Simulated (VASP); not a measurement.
## MgAu2Se2: single point with PBEsol

The system is MgAu2Se2.

```
Mg Au Se
1.0
    -2.03887    2.03887    6.31665
     2.03887   -2.03887    6.31665
     2.03887    2.03887   -6.31665
Mg Au Se
1 2 2
Direct
  0.00000 0.00000 0.00000
  0.60205 0.60205 0.00000
  0.39795 0.39795 0.00000
  0.75000 0.25000 0.50000
  0.25000 0.75000 0.50000
```

| Property | Result |
| --- | --- |
| Program | VASP 6.6.1 |
| Task | single point |
| Functional | PBEsol |
| Potentials or basis | VASP PAW PBE potentials, release 64 (Mg, Au, Se) |
| Cutoff | 520 eV |
| k mesh | 6 × 6 × 6 |
| Occupations | fermi-dirac, width 0.03 eV |
| Spin | no spin polarisation |
| Dipole correction | no |
| Further INCAR settings | ALGO = Normal; EDIFF = 1e-06; NBANDS = 26 |

```
Pressure               : -0.1 GPa
Largest force          : 0.025 eV/Å
Band gap on the k mesh : zero (band 18 reaches 7.11 eV, above the bottom of band 19 at 4.60 eV)
```

Forces on the atoms (eV/Å):
```
Mg   0.000  0.000  0.000
Au   0.000  0.000 -0.025
Au   0.000  0.000  0.025
Se   0.000  0.000  0.000
Se   0.000  0.000  0.000
```

Levels at points of the mesh, in eV from the Fermi level:
```
           k point  band 15  band 16  band 17  band 18  band 19  band 20  band 21  band 22
(0.00, 0.00, 0.00)    -2.11    -2.11     0.19     1.05     1.05     1.89     2.47     2.47
(0.50, 0.00, 0.00)    -2.79    -2.29    -2.05    -1.84    -1.33     0.30     2.95     3.13
(0.50, 0.50, 0.00)    -3.25    -2.45    -1.79     0.40     1.10     1.18     2.50     2.52
(0.50, 0.50, 0.50)    -3.50    -2.67     0.18     0.29     1.37     1.37     2.03     4.20
```

It took 2.4 min on 1 thread of Intel(R) Xeon(R) 6975P-C (Granite Rapids), with other jobs on the host, peak memory 0.45 GiB.

Caveat: the k points lie up to 0.36 Å⁻¹ apart; the PAW data sets were made with another functional, which shifts forces and pressure a little; spin-orbit coupling is left out, which moves the levels of the heavy elements.
